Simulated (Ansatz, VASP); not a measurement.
## WSe2: VASP beside Ansatz

```
W Se
1.0
     3.43165    0.00000    0.00000
    -1.71583    2.97190    0.00000
     0.00000    0.00000   13.67465
W Se
2 4
Direct
  0.33333 0.66667 0.25000
  0.66667 0.33333 0.75000
  0.66667 0.33333 0.36882
  0.66667 0.33333 0.13118
  0.33333 0.66667 0.86882
  0.33333 0.66667 0.63118
```

Change from the starting cell: hydrostatic strain +4.0%.

Alike in both runs: task single point; functional PBE; k mesh 12 × 12 × 2; occupations fermi-dirac, width 0.02 eV; no spin polarisation.

|  | VASP | Ansatz |
| --- | --- | --- |
| version | VASP 6.6.1 | Ansatz 0.2.0 |
| potentials or method | VASP PAW PBE potentials, release 64 (W_sv, Se) | plane waves, PAW |
| plane-wave cutoff (eV) | 520 | 420 |
| valence electrons in the cell | 52 | 92 |

Ansatz gave:

* pressure (GPa): -2.8
* traceless stress, the component that is largest in VASP (GPa): 5.01
* rms of the force components (eV/Å): 0.106

Problem. Which values does VASP return?

Solution. Pressure (GPa): -2.6; traceless stress, the component that is largest in VASP (GPa): 5.06; rms of the force components (eV/Å): 0.125.

Atom by atom the forces differ by 0.019 eV/Å (rms over components). VASP's potentials hold 52 valence electrons a cell and Ansatz's 92, so a difference there can come from the potentials and not from the codes.

Spin-orbit coupling is off throughout.
